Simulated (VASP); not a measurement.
# Ti3Se4: electric field gradients with r2SCAN

Ti3Se4:

```
CELL_PARAMETERS angstrom
9.90116 0.00000 0.00000
-4.95058 8.57465 0.00000
0.00000 0.00000 3.57632
ATOMIC_POSITIONS crystal
Ti 0.51100 0.64221 0.75000
Ti 0.86879 0.51100 0.25000
Ti 0.64221 0.13121 0.25000
Ti 0.35779 0.86879 0.75000
Ti 0.13121 0.48900 0.75000
Ti 0.48900 0.35779 0.25000
Se 0.64810 0.95120 0.75000
Se 0.69690 0.64810 0.25000
Se 0.95120 0.30310 0.25000
Se 0.04880 0.69690 0.75000
Se 0.30310 0.35190 0.75000
Se 0.35190 0.04880 0.25000
Se 0.33333 0.66667 0.25000
Se 0.66667 0.33333 0.75000
```

```json
{
  "Program": "VASP 6.6.1",
  "Task": "electric field gradients",
  "Functional": "r2SCAN",
  "Potentials or basis": "VASP PAW PBE potentials, release 64 (Ti_sv, Se)",
  "Cutoff": "520 eV",
  "k mesh": "4 × 4 × 9",
  "Occupations": "fermi-dirac, width 0.05 eV",
  "Spin": "no spin polarisation",
  "Dipole correction": "no",
  "Further INCAR settings": "ALGO = Normal; EDIFF = 1e-08; NBANDS = 73"
}
```

The pressure is 0.1 GPa, the largest force is 0.015 eV/Å and the band gap on the k mesh is zero (band 60 reaches 5.59 eV, above the bottom of band 61 at 5.34 eV).

Forces in eV/Å, atoms in the order of the input:
```
Ti   0.014  0.006  0.000
Ti   0.001  0.015  0.000
Ti   0.013 -0.009  0.000
Ti  -0.013  0.009  0.000
Ti  -0.001 -0.015  0.000
Ti  -0.014 -0.006  0.000
Se  -0.008  0.004  0.000
Se  -0.007 -0.005  0.000
Se   0.000  0.009  0.000
Se   0.000 -0.009  0.000
Se   0.007  0.005  0.000
Se   0.008 -0.004  0.000
Se   0.000  0.000  0.000
Se   0.000  0.000  0.000
```

Stress tensor (GPa, compression positive):
```
0.03 0.00 0.00
0.00 0.03 0.00
0.00 0.00 0.13
```

Levels at points of the mesh, in eV from the Fermi level:
```
           k point  band 57  band 58  band 59  band 60  band 61  band 62  band 63  band 64
(0.00, 0.00, 0.00)    -1.08    -0.66    -0.16    -0.16    -0.15    -0.15     0.19     0.19
(0.50, 0.00, 0.00)    -1.25    -1.07    -0.34    -0.25     0.22     0.47     0.49     0.52
```

Electric field gradients, principal values (V/Å²):
```
 atom    least   middle  greatest (by size)
 1 Ti   -2.812  -17.668              20.480
 2 Ti   -2.811  -17.669              20.480
 3 Ti   -2.813  -17.667              20.480
 4 Ti   -2.813  -17.667              20.480
 5 Ti   -2.811  -17.669              20.480
 6 Ti   -2.812  -17.668              20.480
 7 Se   -1.133  -35.112              36.245
 8 Se   -1.133  -35.112              36.245
 9 Se   -1.133  -35.112              36.245
10 Se   -1.133  -35.112              36.245
11 Se   -1.133  -35.112              36.245
12 Se   -1.133  -35.112              36.245
13 Se  -25.672  -25.672              51.344
14 Se  -25.672  -25.672              51.344
```

Run time: 46 min on 1 thread of AMD EPYC 9R45 96-Core Processor (Zen 5), with other jobs on the host, peak memory 0.63 GiB.

Caveat: without QUAD_EFG the Cq values of the log hold for a quadrupole moment of 1 mb, not for the nuclei; the PAW data sets were made with another functional, which shifts forces and pressure a little.
